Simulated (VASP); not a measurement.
Runs of VASP 6.6.1 on Sb2Pt. The structure is that of space group Fm-3m (No. 225), or close to it. The cells are those of the table. 

```csv
task,cell,k mesh,cutoff (eV),gap on the mesh (eV),pressure (GPa),relaxed volume (Å³/atom)
single point,"a = 4.701 Å, angles 60.0°, 3 atoms",6 × 6 × 6,520,none,-0.3,-
single point,"a = 4.539 Å, angles 60.0°, 3 atoms",6 × 6 × 6,520,none,12.6,-
single point,"a = 4.697 Å, angles 60.0°, 3 atoms",12 × 12 × 12,520,none,(b),-
relaxation of cell and atoms,"relaxed from a = 4.539 Å, angles 60.0°, 3 atoms",6 × 6 × 6,600,none,0.0,24.42
relaxation of cell and atoms,"relaxed from a = 4.701 Å, angles 60.0°, 3 atoms",12 × 12 × 12,600,none,0.0,(a)
```

Alike in all rows: level PBE; potentials or basis VASP PAW PBE potentials, release 64 (Sb, Pt); no spin polarisation; smearing gaussian 0.1 eV.

Fill in the values left out.

(a) 24.37; (b) -0.2.

Caveats: spin-orbit coupling is left out, which moves the levels of the heavy elements; the cell stands under pressure (at least some runs).

A k mesh can miss the band edges, and the runs leave out spin-orbit coupling on Pt, Sb.

A gap of «none» marks levels without a gap at the run's occupations.
